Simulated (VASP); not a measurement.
Set up this calculation in VASP 6.6.1, as the native input.

```yaml
Task: single point
Functional: LDA
Potentials_or_basis: VASP PAW LDA potentials, release 64 (Nb_sv)
Cutoff: 520 eV
k_mesh: 14 × 14 × 14
Occupations: methfessel-paxton, width 0.1 eV
Spin: no spin polarisation
Dipole_correction: no
Further_INCAR_settings: ALGO = Normal; EDIFF = 1e-07; NBANDS = 12
```

The structure of Nb lies in POSCAR:

```
Nb
1.0
   -1.6231103068      1.6231103068      1.6231103068
    1.6231103068     -1.6231103068      1.6231103068
    1.6231103068      1.6231103068     -1.6231103068
Nb
1
Direct
    0.0000000000      0.0000000000      0.0000000000
```

The input as run:

INCAR

```
PREC = Accurate
ENCUT = 520
EDIFF = 1E-7
ISMEAR = 1
SIGMA = 0.1
LREAL = False
LASPH = True
NELM = 60
ALGO = Normal
ISIF = 2
LWAVE = False
LCHARG = False
GGA = CA
NBANDS = 12
```

KPOINTS

```
Automatic mesh
0
Gamma
  14 14 14
```

Potentials or basis: VASP PAW LDA potentials, release 64 (Nb_sv).

The run is started by

```sh
$ cat potpaw_LDA.64/Nb_sv/POTCAR > POTCAR
$ mpirun -np 1 vasp_std > vasp.out
```

It gave:

```
Pressure : -0.1 GPa
```

Wall time 13 s on 1 thread of Intel(R) Xeon(R) 6975P-C (Granite Rapids), on a shared host, peak memory 0.13 GiB.
